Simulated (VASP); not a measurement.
Write the native input for VASP 6.6.1 that does the following.

```
Task                   : single point
Functional             : PBE
Potentials or basis    : VASP PAW PBE potentials, release 64 (Li_sv)
Cutoff                 : 520 eV
k mesh                 : 18 × 18 × 6
Occupations            : gaussian, width 0.1 eV
Spin                   : no spin polarisation
Dipole correction      : no
Further INCAR settings : ALGO = Normal; EDIFF = 1e-07; NBANDS = 12
```

The structure of Li lies in POSCAR:

```
Li
1.0
    3.0055773030      0.0000000289      0.0000000000
   -1.5027886765      2.6029062830      0.0000000000
    0.0000000000      0.0000000000      7.7929755000
Li
3
Direct
    0.6666666667      0.3333333333      0.6769760000
    0.6666666667      0.3333333333      0.3230240000
    0.0000000000      0.0000000000      0.0000000000
```

The input as run:

INCAR

```
SYSTEM = Li
ALGO = Normal
EDIFF = 1E-7
ENCUT = 520
GGA = PE
ISIF = 2
ISMEAR = 0
LASPH = .True.
LCHARG = .False.
LREAL = .False.
LWAVE = .False.
NBANDS = 12
NELM = 100
PREC = Accurate
SIGMA = 0.1
```

KPOINTS

```
k-points
0
Gamma
  18 18 6
  0 0 0
```

Potentials or basis: VASP PAW PBE potentials, release 64 (Li_sv).

Command:

```console
$ cat potpaw_PBE.64/Li_sv/POTCAR > POTCAR
$ mpirun -np 1 vasp_std > vasp.out
```

It gave:

- Largest force: 0.005 eV/Å
- Band gap on the k mesh: zero (an odd number of electrons rules out a gap without spin polarisation)

Run time: 37 s on 1 thread of Intel(R) Xeon(R) 6975P-C (Granite Rapids), with other jobs on the host, peak memory 0.22 GiB.
